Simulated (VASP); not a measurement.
# TaNi3 (Fmmm) in VASP: further runs

Runs on TaNi3. Level: LDA. Tasks: single point.

Program: VASP 6.6.1. These are calculated values, not measurements. Logs are shortened: lines on timing, memory, paths and dates and some standing lists are left out, and cuts for length are marked.

### Step 1. The cell of the first run

It takes space group Fmmm (No. 69, orthorhombic). Conventional cell: a = 5.093 Å, b = 5.102 Å, c = 7.409 Å, α = 90.00°, β = 90.00°, γ = 90.00°. Within 3.4 Å of Ta (site symmetry mmm) lie 12 Ni at 2.55 to 2.58 Å. Ni (site symmetry mmm) has 4 Ta at 2.55 Å and 8 Ni at 2.58 Å within 3.4 Å. Within 3.4 Å of Ni (site symmetry 222) lie 8 Ni at 2.55 to 2.58 Å and 4 Ta at 2.58 Å.

### Step 2. Single point, LDA, collinear spin, ferromagnetic start

Contents of INCAR:

```
PREC = Accurate
ENCUT = 520
EDIFF = 1E-7
ISMEAR = -1
SIGMA = 0.05
LREAL = False
LASPH = True
NELM = 150
ALGO = Normal
ISIF = 2
LWAVE = False
LCHARG = True
ISPIN = 2
MAGMOM = 0.6 1.5 1.5 1.5
LORBIT = 11
LMAXMIX = 4
LELF = True
LVHAR = True
NBANDS = 32
```

Contents of KPOINTS:

```
Automatic mesh
0
Gamma
  8 8 8
```

Contents of POSCAR:

```
TaNi3
1.0
    0.0000000000      2.5511481569      3.7045443348
    2.5463897099      0.0000000000      3.7045443348
    2.5463897099      2.5511481569      0.0000000000
Ta Ni
1 3
Direct
    0.0000000000      0.0000000000      0.0000000000
    0.5000000000      0.5000000000      0.5000000000
    0.2500000000      0.2500000000      0.2500000000
    0.7500000000      0.7500000000      0.7500000000
```

Potentials or basis: VASP PAW LDA potentials, release 64 (Ta_pv, Ni).

On the command line:

```console
$ cat potpaw_LDA.64/Ta_pv/POTCAR potpaw_LDA.64/Ni/POTCAR > POTCAR
$ mpirun -np 1 vasp_std > vasp.out
```

OUTCAR:

```text
PREC = Accurate
   ENCUT = 520
   EDIFF = 1E-7
   ISMEAR = -1
   LREAL = False
   LASPH = True
   NELM = 150
   ISIF = 2
   ISPIN = 2
   LORBIT = 11

 ion  position               nearest neighbor table
   1  0.000  0.000  0.000-   2 2.55   2 2.55   2 2.55   2 2.55   3 2.58   4 2.58   4 2.58   3 2.58
                             3 2.58   4 2.58   4 2.58   3 2.58
   2  0.500  0.500  0.500-   1 2.55   1 2.55   1 2.55   1 2.55   4 2.58   3 2.58   3 2.58   3 2.58
                             4 2.58   4 2.58   3 2.58   4 2.58
   3  0.250  0.250  0.250-   4 2.55   4 2.55   4 2.55   4 2.55   2 2.58   1 2.58   1 2.58   2 2.58
                             1 2.58   2 2.58   2 2.58   1 2.58
   4  0.750  0.750  0.750-   3 2.55   3 2.55   3 2.55   3 2.55   1 2.58   2 2.58   2 2.58   1 2.58
                             1 2.58   2 2.58   1 2.58   2 2.58

  LATTYP: Found a face centered orthorhombic cell.
 ALAT       =     5.0927794198
 B/A-ratio  =     1.0018687034
 C/A-ratio  =     1.4548222216

  Lattice vectors:

 A1 = (   0.0000000000,   2.5511481569,   3.7045443348)
 A2 = (   2.5463897099,   0.0000000000,   3.7045443348)
 A3 = (   2.5463897099,   2.5511481569,   0.0000000000)

Analysis of symmetry for initial positions (statically):
=====================================================================
 Subroutine PRICEL returns:
 Original cell was already a primitive cell.

 Routine SETGRP: Setting up the symmetry group for a
 face centered orthorhombic supercell.

 Subroutine GETGRP returns: Found  8 space group operations
 (whereof  8 operations were pure point group operations)
 out of a pool of  8 trial point group operations.

The static configuration has the point symmetry D_2h.

Analysis of symmetry for dynamics (positions and initial velocities):
=====================================================================
 Subroutine PRICEL returns:
 Original cell was already a primitive cell.

 Routine SETGRP: Setting up the symmetry group for a
 face centered orthorhombic supercell.

 Subroutine GETGRP returns: Found  8 space group operations
 (whereof  8 operations were pure point group operations)
 out of a pool of  8 trial point group operations.

The dynamic configuration has the point symmetry D_2h.

Analysis of structural, dynamic, and magnetic symmetry:
=====================================================================
 Subroutine PRICEL returns:
 Original cell was already a primitive cell.

 Routine SETGRP: Setting up the symmetry group for a
 face centered orthorhombic supercell.

 Subroutine GETGRP returns: Found  8 space group operations
 (whereof  8 operations were pure point group operations)
 out of a pool of  8 trial point group operations.

The overall configuration has the point symmetry D_2h.

 Subroutine INISYM returns: Found  8 space group operations
 (whereof  8 operations are pure point group operations),
 and found     1 'primitive' translations

----------------------------------------------------------------------------------------

                                     Primitive cell

  volume of cell :      48.1311

  direct lattice vectors                    reciprocal lattice vectors
     0.000000000  2.551148157  3.704544335    -0.196356433  0.195990185  0.134969366
     2.546389710  0.000000000  3.704544335     0.196356433 -0.195990185  0.134969366
     2.546389710  2.551148157  0.000000000     0.196356433  0.195990185 -0.134969366

  length of vectors
     4.498000183  4.495303025  3.604505163     0.308520228  0.308520228  0.308520228

  position of ions in fractional coordinates (direct lattice)
     0.000000000  0.000000000  0.000000000
     0.500000000  0.500000000  0.500000000
     0.250000000  0.250000000  0.250000000
     0.750000000  0.750000000  0.750000000

  ion indices of the primitive-cell ions
   primitive index   ion index
                 1           1
                 2           2
                 3           3
                 4           4

----------------------------------------------------------------------------------------

 KPOINTS: Automatic mesh

Automatic generation of k-mesh.
 Grid dimensions read from file:
 generate k-points for:    8    8    8

 Generating k-lattice:

  Cartesian coordinates                     Fractional coordinates (reciprocal lattice)
    -0.024544554  0.024498773  0.016871171     0.125000000  0.000000000  0.000000000
     0.024544554 -0.024498773  0.016871171     0.000000000  0.125000000  0.000000000
     0.024544554  0.024498773 -0.016871171    -0.000000000 -0.000000000  0.125000000

  Length of vectors
     0.038565029  0.038565029  0.038565029

  Shift w.r.t. Gamma in fractional coordinates (k-lattice)
     0.000000000  0.000000000  0.000000000

 Subroutine IBZKPT returns following result:
 ===========================================

 Found     95 irreducible k-points:

 Following reciprocal coordinates:
            Coordinates               Weight
  0.000000  0.000000  0.000000      1.000000
  0.125000  0.000000  0.000000      8.000000
  0.250000  0.000000  0.000000      8.000000
  0.375000  0.000000  0.000000      8.000000
  0.500000  0.000000  0.000000      4.000000
  0.125000  0.125000  0.000000      2.000000
[... 16 lines left out ...]
  0.250000  0.000000  0.125000      8.000000
  0.375000  0.000000  0.125000      8.000000
 [... further k-points ...]
   k-points           NKPTS =     95   k-points in BZ     NKDIM =     95   number of bands    NBANDS=     32
   number of dos      NEDOS =    301   number of ions     NIONS =      4
   total plane-waves  NPLWV =  36288
   dimension x,y,z NGX =    36 NGY =   36 NGZ =   28
   dimension x,y,z NGXF=    72 NGYF=   72 NGZF=   56
   ions per type =               1   3
   NGX,Y,Z   is equivalent  to a cutoff of  13.31, 13.31, 12.91 a.u.
   NGXF,Y,Z  is equivalent  to a cutoff of  26.61, 26.63, 25.83 a.u.
 SYSTEM =  unknown system
   PREC   = accura    normal or accurate (medium, high low for compatibility)
   ISTART =      0    job   : 0-new  1-cont  2-samecut
   ICHARG =      2    charge: 1-file 2-atom 10-const
   ISPIN  =      2    spin polarized calculation?
   LNONCOLLINEAR =      F non collinear calculations
   LSORBIT =      F    spin-orbit coupling
   LASPH  =      T    aspherical Exc in radial PAW
   ENCUT  =  520.0 eV  38.22 Ry    6.18 a.u.   8.36  8.36  6.70*2*pi/ulx,y,z
   NELM   =    150;   NELMIN=  2; NELMDL= -5     # of ELM steps
   EDIFF  = 0.1E-06   stopping-criterion for ELM
   LREAL  =      F    real-space projection
   EDIFFG = 0.1E-05   stopping-criterion for IOM
   NSW    =      0    number of steps for IOM
   IBRION =     -1    ionic relax: 0-MD 1-quasi-New 2-CG
   NFREE  =      0    steps in history (QN), initial steepest desc. (CG)
   ISIF   =      2    stress and relaxation
   ISYM   =      2    0-nonsym 1-usesym 2-fastsym
   POTIM  = 0.5000    time-step for ionic-motion
   TEBEG  =    0.0;   TEEND  =   0.0 temperature during run
   PSTRESS=    0.0 pullay stress
   NELECT =      41.0000    total number of electrons
   NUPDOWN=      -1.0000    fix difference up-down
   EMIN   =  10.00;   EMAX   =-10.00  energy-range for DOS
   EFERMI =   0.00;   METHOD = LEGACY
   ISMEAR =    -1;   SIGMA  =   0.05  broadening in eV -4-tet -1-fermi 0-gaus
   EFERMI_NEDOS =   21; number of points for ismear=-14 and -15
   IALGO  =     38    algorithm
   IMIX   =      4    mixing-type and parameters
     AMIX     =   0.40;   BMIX     =  1.00
     AMIX_MAG =   1.60;   BMIX_MAG =  1.00
  volume/ion in A,a.u.               =      12.03        81.20
  Fermi-wavevector in a.u.,A,eV,Ry     =   1.551890  2.932647 32.767772  2.408363
  Thomas-Fermi vector in A             =   2.656344
   LORBIT       =     11    0 simple, 1 ext, 2 COOP (PROOUT), +10 PAW based schemes
   GGA     = CA    functional components
   LHFCALC =     F    Hartree Fock is set to
   AEXX    =    0.0000 exact exchange contribution
   IVDW    =     0    specifies the selected vdW correction
   LEPSILON=     F    determine dielectric tensor
   LRPA    =     F    only Hartree local field effects (RPA)
 spin polarized calculation
  energy-cutoff  :      520.00
  volume of cell :       48.13
 maximum number of plane-waves:      1316
 NGX is ok and might be reduce to    36
   NGX = 17   NGY = 17   NGZ = 13

 number of electron      40.9999992 magnetization       0.0057788

 number of electron      40.9999992 magnetization      -0.0000205

 Free energy of the ion-electron system (eV)
  ---------------------------------------------------
  ext. energy  EPLUGINS =         0.00000000
  ---------------------------------------------------
  free energy    TOTEN  =       -34.14477396 eV

  energy without entropy =      -34.13252559  energy(sigma->0) =      -34.13864977

 E-fermi :   8.6636     XC(G=0): -13.6100

 val. band max:        8.6459918270   @ k =  -0.3750   0.0000   0.3750
 cond. band min:       8.6830845152   @ k =   0.5000   0.2500   0.0000
 fundamental gap:      0.0370926882
 Fermi energy:         8.6636163913

 spin component 1

 k-point     1 :       0.0000    0.0000    0.0000
  band No.  band energies     occupation
      1     -25.7764      1.00000
      2     -25.7747      1.00000
      3     -25.7690      1.00000
      4      -0.4871      1.00000
      5       3.6988      1.00000
      6       4.2603      1.00000
[... 829 lines left out ...]
     31      20.9238      0.00000
     32      21.1931      0.00000

 [... further k-points ...]

 spin component 2

 k-point     1 :       0.0000    0.0000    0.0000
  band No.  band energies     occupation
      1     -25.7764      1.00000
      2     -25.7747      1.00000
      3     -25.7690      1.00000
      4      -0.4871      1.00000
      5       3.6988      1.00000
      6       4.2603      1.00000
[... 829 lines left out ...]
     31      20.9238      0.00000
     32      21.1931      0.00000

 [... further k-points ...]
[... 5 lines left out ...]
  --------------------------------------------------------------------------------------
  -------------------------------------------------------------------------------------
  Total       -2.7436856     -2.8669702     -2.7039037      0.0000000      0.0000000      0.0000000
  in kB      -91.3312867    -95.4351641    -90.0070352      0.0000000      0.0000000      0.0000000
  external PRESSURE =     -92.2578287 kB  Pullay stress =       0.0000000 kB

 VOLUME and BASIS-vectors are now :
 -----------------------------------------------------------------------------
  energy-cutoff  :      520.00
  volume of cell :       48.13
      direct lattice vectors                 reciprocal lattice vectors
     0.000000000  2.551148157  3.704544335    -0.196356433  0.195990185  0.134969366
     2.546389710  0.000000000  3.704544335     0.196356433 -0.195990185  0.134969366
     2.546389710  2.551148157  0.000000000     0.196356433  0.195990185 -0.134969366

 POSITION                                       TOTAL-FORCE (eV/Angst)
 -----------------------------------------------------------------------------------
      0.00000      0.00000      0.00000        -0.000000      0.000000      0.000000
      2.54639      2.55115      3.70454        -0.000000      0.000000      0.000000
      1.27319      1.27557      1.85227         0.000000      0.000000     -0.000000
      3.81958      3.82672      5.55682         0.000000     -0.000000      0.000000
 -----------------------------------------------------------------------------------
    total drift:                                0.000000      0.000000      0.000000

  FREE ENERGIE OF THE ION-ELECTRON SYSTEM (eV)
  ---------------------------------------------------
  free  energy   TOTEN  =       -34.1447739567 eV

  energy  without entropy=      -34.1325255904  energy(sigma->0) =      -34.13864977

 total charge

# of ion       s       p       d       tot
------------------------------------------
    1        0.394   6.209   2.309   8.912
    2        0.552   0.531   8.406   9.489
    3        0.528   0.556   8.381   9.465
    4        0.528   0.556   8.381   9.465
--------------------------------------------------
tot          2.002   7.852  27.476  37.330

 magnetization (x)

# of ion       s       p       d       tot
------------------------------------------
    1       -0.000  -0.000  -0.000  -0.000
    2        0.000  -0.000  -0.000  -0.000
    3       -0.000  -0.000  -0.000  -0.000
    4       -0.000  -0.000  -0.000  -0.000
--------------------------------------------------
tot         -0.000  -0.000  -0.000  -0.000
```

It took 6 min on 1 thread of Intel Xeon Platinum 8488C (Sapphire Rapids), shared host; peak memory 0.32 GiB.

Results:

| Quantity | Value |
| --- | --- |
| Free energy | -34.1448 eV |
| Pressure | -9.2 GPa |
| Net moment | 0.00 μB per cell |
| Valence electrons inside the program's atomic spheres | Ta 8.91; Ni 9.49, 9.46 (each value once) |

Levels at points of the mesh, in eV from the Fermi level:
Spin up:
```tsv
k point	band 17	band 18	band 19	band 20	band 21	band 22	band 23	band 24
(0.00, 0.00, 0.00)	-1.24	-0.89	-0.32	1.14	1.16	1.35	1.35	2.23
(0.50, 0.00, 0.00)	-1.43	-1.37	-0.92	-0.77	-0.45	0.33	1.97	2.43
(0.50, 0.50, 0.00)	-0.93	-0.81	-0.78	-0.32	1.71	2.57	2.78	2.79
(0.50, 0.00, 0.50)	-1.29	-1.18	-0.72	-0.13	0.37	0.93	1.05	1.48
(0.00, 0.50, 0.50)	-1.30	-1.18	-0.73	-0.14	0.35	0.92	1.08	1.49
```
Spin down:
| k point | band 16 | band 17 | band 18 | band 19 | band 20 | band 21 | band 22 | band 23 | band 24 | band 25 |
| --- | --- | --- | --- | --- | --- | --- | --- | --- | --- | --- |
| (0.00, 0.00, 0.00) | -1.49 | -1.24 | -0.89 | -0.32 | 1.14 | 1.16 | 1.35 | 1.35 | 2.23 | 3.80 |
| (0.50, 0.00, 0.00) | -1.59 | -1.43 | -1.37 | -0.92 | -0.77 | -0.45 | 0.33 | 1.97 | 2.43 | 2.93 |
| (0.50, 0.50, 0.00) | -0.94 | -0.93 | -0.81 | -0.78 | -0.32 | 1.71 | 2.57 | 2.78 | 2.79 | 3.02 |
| (0.50, 0.00, 0.50) | -1.56 | -1.29 | -1.18 | -0.72 | -0.13 | 0.37 | 0.93 | 1.05 | 1.48 | 1.91 |
| (0.00, 0.50, 0.50) | -1.57 | -1.30 | -1.18 | -0.73 | -0.14 | 0.35 | 0.92 | 1.08 | 1.49 | 1.91 |

Caveat: the cell stands under tension; the moments typed at the start vanished in this run; spin-orbit coupling is left out, which moves the levels of the heavy elements.

### Step 3. Single point, LDA, collinear spin, ferromagnetic start

Contents of INCAR:

```
SYSTEM = TaNi3
  PREC = Accurate
  ENCUT = 520
  EDIFF = 1E-6
  ISMEAR = -1
  SIGMA = 0.05
  LREAL = .False.
  LASPH = .True.
  NELM = 150
  ALGO = Normal
  ISIF = 2
  LWAVE = .False.
  LCHARG = .False.
  ISPIN = 2
  MAGMOM = 0.6 1.5 1.5 1.5
  LORBIT = 11
  LMAXMIX = 4
  GGA = CA
  NBANDS = 32
```

Contents of KPOINTS:

```
Automatic mesh
0
Gamma
  8 8 8
  0 0 0
```

POSCAR is that of step 2.

Potentials or basis: VASP PAW LDA potentials, release 64 (Ta_pv, Ni).

On the command line:

```console
$ cat potpaw_LDA.64/Ta_pv/POTCAR potpaw_LDA.64/Ni/POTCAR > POTCAR
$ mpirun -np 1 vasp_std > vasp.out
```

It took 5.4 min on 1 thread of Intel Xeon Platinum 8488C (Sapphire Rapids), shared host; peak memory 0.32 GiB.

It converged, with:

| Item | Value |
| --- | --- |
| Free energy | -34.1448 eV |
| Pressure | -9.2 GPa |
| Net moment | 0.00 μB per cell |
| Valence electrons inside the program's atomic spheres | Ta 8.91; Ni 9.49, 9.46 (each value once) |

Stress tensor (GPa, compression positive):
```
-9.12  0.00  0.00
 0.00 -9.53  0.00
 0.00  0.00 -8.98
```

Levels at points of the mesh, in eV from the Fermi level:
Spin up:
```
           k point  band 17  band 18  band 19  band 20  band 21  band 22  band 23  band 24
(0.00, 0.00, 0.00)    -1.24    -0.89    -0.32     1.14     1.16     1.35     1.35     2.23
(0.50, 0.00, 0.00)    -1.43    -1.36    -0.92    -0.77    -0.45     0.33     1.97     2.43
(0.50, 0.50, 0.00)    -0.93    -0.81    -0.78    -0.32     1.71     2.57     2.78     2.79
(0.50, 0.00, 0.50)    -1.29    -1.18    -0.72    -0.13     0.37     0.93     1.05     1.48
(0.00, 0.50, 0.50)    -1.30    -1.18    -0.73    -0.14     0.35     0.92     1.08     1.49
```
Spin down:
```tsv
k point	band 17	band 18	band 19	band 20	band 21	band 22	band 23	band 24
(0.00, 0.00, 0.00)	-1.24	-0.89	-0.32	1.14	1.16	1.35	1.35	2.23
(0.50, 0.00, 0.00)	-1.43	-1.36	-0.92	-0.77	-0.45	0.33	1.97	2.43
(0.50, 0.50, 0.00)	-0.93	-0.81	-0.78	-0.32	1.71	2.57	2.78	2.79
(0.50, 0.00, 0.50)	-1.29	-1.18	-0.72	-0.13	0.37	0.93	1.05	1.48
(0.00, 0.50, 0.50)	-1.30	-1.18	-0.73	-0.14	0.35	0.92	1.08	1.49
```

Caveat: the cell stands under tension; the moments typed at the start vanished in this run; spin-orbit coupling is left out, which moves the levels of the heavy elements.
